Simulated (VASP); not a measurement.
A run of VASP 6.6.1:

The input INCAR:

```
SYSTEM = RbCl
  ALGO = Normal
  EDIFF = 1E-6
  ENCUT = 500
  GGA = CA
  GGA_COMPAT = .FALSE.
  ISIF = 2
  ISMEAR = 0
  LASPH = .TRUE.
  LCHARG = .TRUE.
  LELF = .TRUE.
  LREAL = .FALSE.
  LVHAR = .TRUE.
  LWAVE = .FALSE.
  NBANDS = 15
  NELM = 120
  PREC = Accurate
  SIGMA = 0.02
```

Contents of KPOINTS:

```
k-points
0
G
  6 6 6
  0 0 0
```

POSCAR

```
RbCl
1.0
    0.0000000000      3.1885406455      3.1885406455
    3.1885406455      0.0000000000      3.1885406455
    3.1885406455      3.1885406455      0.0000000000
Rb Cl
1 1
Direct
    0.0000000000      0.0000000000      0.0000000000
    0.5000000000      0.5000000000      0.5000000000
```

Potentials or basis: VASP PAW LDA potentials, release 64 (Rb_sv, Cl).

Command:

```sh
$ cat potpaw_LDA.64/Rb_sv/POTCAR potpaw_LDA.64/Cl/POTCAR > POTCAR
$ mpirun -np 1 vasp_std > vasp.out
```

Hardware: 1 thread of Intel(R) Xeon(R) Platinum 8488C (Sapphire Rapids), on a shared host.

Task: How long does it take, and how much memory?

Result: Wall time 11 s on 1 thread of Intel(R) Xeon(R) Platinum 8488C (Sapphire Rapids) (shared host), peak memory 0.17 GiB. Counts: scf iterations 12, k points 16.
